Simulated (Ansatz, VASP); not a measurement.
## Two plane-wave programs on CdSe

File POSCAR:

```
CdSe
1.0
    4.2570000000      0.0000000000      0.0000000000
   -2.1285000000      3.6866699100      0.0000000000
    0.0000000000      0.0000000000      7.0200000000
Cd Se
2 2
Direct
    0.3333333333      0.6666666667      0.0000000000
    0.6666666667      0.3333333333      0.5000000000
    0.3333333333      0.6666666667      0.3850000000
    0.6666666667      0.3333333333      0.8850000000
```

The input INCAR.step1:

```
SYSTEM = CdSe
  PREC = Accurate
  ENCUT = 550
  ISMEAR = -1
  SIGMA = 0.02
  LREAL = .False.
  LASPH = .True.
  NELM = 120
  NBANDS = 26
  GGA = PE
  ALGO = Normal
  EDIFF = 1E-5
  LWAVE = .True.
  LCHARG = .False.
  GGA_COMPAT = .False.
```

File INCAR.step2:

```
SYSTEM = CdSe
  PREC = Accurate
  ENCUT = 550
  EDIFF = 1E-6
  ISMEAR = -1
  SIGMA = 0.02
  LREAL = .False.
  LASPH = .True.
  NELM = 120
  ALGO = Normal
  ISIF = 2
  LWAVE = .False.
  LCHARG = .False.
  METAGGA = R2SCAN
  LMIXTAU = .True.
  NBANDS = 26
  ISTART = 1
  GGA_COMPAT = .False.
```

The input KPOINTS:

```
regular mesh
0
Gamma
  5 5 3
  0 0 0
```

Input for Ansatz:

```yaml
crystal:
  lattice:
    - [4.257, 0.0, 0.0]
    - [-2.1285, 3.68666991, 0.0]
    - [0.0, 0.0, 7.02]
  atoms:
    - { symbol: Cd, position: [0.3333333333333333, 0.6666666666666666, 0.0] }
    - { symbol: Cd, position: [0.6666666666666666, 0.3333333333333333, 0.5] }
    - { symbol: Se, position: [0.3333333333333333, 0.6666666666666666, 0.385] }
    - { symbol: Se, position: [0.6666666666666666, 0.3333333333333333, 0.885] }
basis:
  ecutwfc: 550.0
  xc_grid: 2
kpoints:
  mp_grid:
    grid: [5, 5, 3]
hamiltonian:
  xc: r2scan
scf:
  occupations:
    method: fermi_dirac
    width: 0.02
output:
  stress: true
```

Alike in both runs: task single point; functional r2SCAN; k mesh 5 × 5 × 3; occupations fermi-dirac, width 0.02 eV; no spin polarisation.

```csv
,VASP,Ansatz
version,VASP 6.6.1,Ansatz 0.2.0
potentials or method,"VASP PAW PBE potentials, release 64 (Cd, Se), cutoff 550 eV","plane waves, PAW"
valence electrons in the cell,36,72
```

Ansatz gave:

```
pressure (GPa)                                                : 2.9
traceless stress, the component that is largest in VASP (GPa) : -2.20
```

Q: Which values does VASP return?

A: Pressure (GPa): 3.2; traceless stress, the component that is largest in VASP (GPa): -2.26.

VASP's potentials were made for PBE, not for r2SCAN. With one functional, cell and mesh, what is left measures potentials, basis and numerics. VASP's potentials hold 36 valence electrons a cell and Ansatz's 72, so a difference there can come from the potentials and not from the codes. Ansatz's warnings: structure snapped to symmetry.
